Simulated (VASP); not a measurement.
Wanted: the native input for a VASP 6.6.1 run.

```
Task                   : relaxation of cell and atoms
Functional             : LDA
Potentials or basis    : VASP PAW LDA potentials, release 64 (Pb_d, Te)
Cutoff                 : 600 eV
k mesh                 : 7 × 7 × 7
Occupations            : fermi-dirac, width 0.05 eV
Spin                   : no spin polarisation
Target pressure        : 20 GPa
Dipole correction      : no
Further INCAR settings : ALGO = Normal; EDIFF = 1e-06; IBRION = 2; EDIFFG = -0.01; NSW = 80; ISIF = 3
```

The structure of TePb lies in POSCAR:

```
TePb
1.0
    0.0000000000      3.2310000000      3.2310000000
    3.2310000000      0.0000000000      3.2310000000
    3.2310000000      3.2310000000      0.0000000000
Pb Te
1 1
Direct
    0.0000000000      0.0000000000      0.0000000000
    0.5000000000      0.5000000000      0.5000000000
```

The input as run:

INCAR

```
PREC = Accurate
ENCUT = 600
EDIFF = 1E-6
ISMEAR = -1
SIGMA = 0.05
LREAL = False
LASPH = True
NELM = 80
ALGO = Normal
ISIF = 3
LWAVE = False
LCHARG = False
GGA = CA
IBRION = 2
NSW = 80
EDIFFG = -0.01
PSTRESS = 200.0
```

KPOINTS

```
regular mesh
0
Gamma
  7 7 7
```

Potentials or basis: VASP PAW LDA potentials, release 64 (Pb_d, Te).

The run is started by

```sh
$ cat potpaw_LDA.64/Pb_d/POTCAR potpaw_LDA.64/Te/POTCAR > POTCAR
$ mpirun -np 1 vasp_std > vasp.out
```

Results of the run:

```
Relaxed volume                                         : 25.58 Å³/atom
Relaxed cell                                           : a = 4.167 Å, b = 4.167 Å, c = 4.167 Å, α = 60.00°, β = 60.00°, γ = 60.00°
Space group after relaxing (to 0.05 Å)                 : Fm-3m (No. 225)
Energy change on relaxing (the enthalpy is what falls) : +341.9 meV/atom
Ionic steps                                            : 5
Pressure after relaxing                                : 20.0 GPa
```

Caveat: the cell is relaxed towards a set pressure, so the enthalpy falls and the energy may rise; the volume moved by over 15 % at a fixed basis, so the end points are rough.

Wall time 71 s on 1 thread of AMD EPYC 9R45 96-Core Processor (Zen 5), with other jobs on the host, peak memory 0.19 GiB.
